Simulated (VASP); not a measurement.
Runs of VASP 6.6.1 on Al. The structure is that of space group Im-3m (No. 229), or close to it. The cells are those of the table. 

| cell | gap on the mesh (eV) | pressure (GPa) |
| --- | --- | --- |
| a = 2.641 Å, angles 110.2, 110.2, 108.1°, 1 atom | none | 16.0 |
| a = 2.664 Å, angles 108.8, 108.8, 110.9°, 1 atom | none | 12.7 |
| a = 2.687 Å, angles 109.5°, 1 atom | none | 9.6 |
| a = 2.802 Å, angles 108.8, 108.8, 110.8°, 1 atom | none | (a) |
| a = 2.848 Å, angles 110.1, 110.1, 108.2°, 1 atom | none | (b) |

Alike in all rows: task single point; level PBEsol; potentials or basis VASP PAW PBE potentials, release 64 (Al); no spin polarisation; k mesh 20 × 20 × 20; cutoff (eV) 520; smearing gaussian 0.15 eV.

Problem. Estimate the missing entries.

Solution. (a) -1.4; (b) -4.3.

Caveats: the PAW data sets were made with another functional, which shifts forces and pressure a little.

A gap of «none» marks levels without a gap at the run's occupations.
